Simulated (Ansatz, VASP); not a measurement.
**La2O3 in VASP and in Ansatz**

INCAR

```
SYSTEM = La2O3
PREC = Accurate ; ENCUT = 520
EDIFF = 1E-6 ; ISMEAR = -1
SIGMA = 0.05 ; LREAL = .FALSE.
LASPH = .TRUE. ; NELM = 80
ALGO = Normal ; ISIF = 2
LWAVE = .FALSE. ; LCHARG = .FALSE.
GGA = PS ; NBANDS = 28
```

Contents of KPOINTS:

```
Automatic mesh
0
G
  5 5 8
  0 0 0
```

POSCAR

```
La2O3
1.0
    6.2402306599      0.0000000000      0.0000000000
   -3.1201153299      5.4041982769      0.0000000000
    0.0000000000      0.0000000000      3.2227346680
La O
2 3
Direct
    0.6666666667      0.3333333333      0.4981030000
    0.3333333333      0.6666666667      0.5018970000
    0.5046070000      0.0000000000      0.0000000000
    0.0000000000      0.5046070000      0.0000000000
    0.4953930000      0.4953930000      0.0000000000
```

Contents of input.yaml:

```yaml
crystal:
  lattice:
    - [6.2402306599, 0.0, 0.0]
    - [-3.1201153299, 5.4041982769, 0.0]
    - [0.0, 0.0, 3.222734668]
  atoms:
    - { symbol: La, position: [0.6666666667, 0.3333333333, 0.498103] }
    - { symbol: La, position: [0.3333333333, 0.6666666667, 0.501897] }
    - { symbol: O, position: [0.504607, 0.0, 0.0] }
    - { symbol: O, position: [0.0, 0.504607, 0.0] }
    - { symbol: O, position: [0.495393, 0.495393, 0.0] }
kpoints:
  mp_grid: { grid: [5, 5, 8] }
scf:
  occupations: { method: fermi_dirac, width: 0.05 }
hamiltonian:
  xc: pbesol
  pseudopotentials: { kind: all_electron, lapw: { basis_error: 0.002 } }
output:
  forces: true
  stress: true
  eigenvalues: true
```

Change from the starting cell: volume scaled by 0.94.

Alike in both runs: task single point; functional PBEsol; k mesh 5 × 5 × 8; occupations fermi-dirac, width 0.05 eV; no spin polarisation.

|  | VASP | Ansatz |
| --- | --- | --- |
| version | VASP 6.6.1 | Ansatz 0.2.0 |
| potentials or method | VASP PAW PBE potentials, release 64 (La, O), cutoff 520 eV | all-electron LAPW, scalar-relativistic |

|  | VASP | Ansatz | Ansatz less VASP |
| --- | --- | --- | --- |
| gap on the k mesh at the Fermi level (eV) | 1.24 | 1.23 | -0.005 |
| least direct gap on the mesh (eV) | 1.87 | 1.88 | +0.006 |
| pressure (GPa) | 2.9 | 3.1 | +0.18 |
| traceless stress, the component that is largest in VASP (GPa) | 0.91 | 0.93 | +0.016 |
| rms of the force components (eV/Å) | 0.014 | 0.014 | -0.0002 |

VASP's potentials were made for PBE, not for PBEsol. Atom by atom the forces differ by 0.000 eV/Å (rms over components). Ansatz ran all-electron here, and VASP with PAW potentials.

Neither program's run includes spin-orbit coupling.
